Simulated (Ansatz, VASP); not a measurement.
**Two plane-wave programs on Ag**

The input POSCAR:

```
Ag
1.0
   -1.6556540000      1.6556540000      1.6556540000
    1.6556540000     -1.6556540000      1.6556540000
    1.6556540000      1.6556540000     -1.6556540000
Ag
1
Direct
    0.0000000000      0.0000000000      0.0000000000
```

Contents of INCAR.step1:

```
SYSTEM = Ag
PREC     = Accurate       ! precision mode
ENCUT    = 600            ! plane-wave cutoff, eV
ISMEAR   = 0              ! smearing method
SIGMA    = 0.1            ! smearing width, eV
LREAL    = .FALSE.        ! projectors in reciprocal space
LASPH    = .TRUE.         ! aspherical terms in the spheres
NELM     = 80             ! most SCF steps
GGA      = PE             ! functional
ALGO     = Normal         ! electronic algorithm
EDIFF    = 1E-4           ! SCF threshold, eV
LWAVE    = .TRUE.         ! write WAVECAR
LCHARG   = .FALSE.        ! write CHGCAR
```

The input INCAR.step2:

```
SYSTEM = Ag
PREC     = Accurate       ! precision mode
ENCUT    = 600            ! plane-wave cutoff, eV
EDIFF    = 1E-6           ! SCF threshold, eV
ISMEAR   = 0              ! smearing method
SIGMA    = 0.1            ! smearing width, eV
LREAL    = .FALSE.        ! projectors in reciprocal space
LASPH    = .TRUE.         ! aspherical terms in the spheres
NELM     = 80             ! most SCF steps
ALGO     = Normal         ! electronic algorithm
ISIF     = 3              ! what is computed and relaxed
LWAVE    = .FALSE.        ! write WAVECAR
LCHARG   = .FALSE.        ! write CHGCAR
METAGGA  = R2SCAN         ! meta-GGA
LMIXTAU  = .TRUE.       
IBRION   = 2              ! ionic algorithm
NSW      = 100            ! ionic steps
EDIFFG   = -0.005         ! ionic threshold
ISTART   = 1
```

Contents of KPOINTS:

```
regular mesh
0
G
  18 18 18
  0 0 0
```

Input for Ansatz:

```yaml
crystal:
  lattice:
    - [-1.655654, 1.655654, 1.655654]
    - [1.655654, -1.655654, 1.655654]
    - [1.655654, 1.655654, -1.655654]
  atoms:
    - { symbol: Ag, position: [0.0, 0.0, 0.0] }
basis:
  ecutwfc: 500
kpoints:
  mp_grid: { grid: [18, 18, 18] }
hamiltonian:
  xc: r2scan
scf:
  occupations: { method: gaussian, width: 0.1 }
output:
  forces: true
  stress: true
  eigenvalues: true
  write_density: true
  write_potential: true
  elf: true
  volumetric_format: npy
relax:
  adjacent_minimum: "off"
  f_tol: 0.005
  max_steps: 80
  cell: { stress_tol: 0.05 }
```

Alike in both runs: task relaxation of cell and atoms; functional r2SCAN; k mesh 18 × 18 × 18; occupations gaussian, width 0.1 eV; no spin polarisation.

|  | VASP | Ansatz |
| --- | --- | --- |
| version | VASP 6.6.1 | Ansatz 0.2.0 |
| potentials or method | VASP PAW PBE potentials, release 64 (Ag), cutoff 600 eV | scalar-relativistic, plane waves, PAW |
| valence electrons in the cell | 11 | 19 |

```tsv
	VASP	Ansatz	Ansatz less VASP
gap on the k mesh at the Fermi level, each at its own relaxed structure (eV)	none	none	-
relaxed volume (Å³/atom)	17.48	17.46	-0.021
relaxed cell length with the largest relative difference (Å)	2.832	2.831	-0.0012
```

VASP's potentials were made for PBE, not for r2SCAN. A gap of «none» marks a metal or a gap that the smearing closes. VASP's potentials hold 11 valence electrons a cell and Ansatz's 19, so a difference there can come from the potentials and not from the codes.
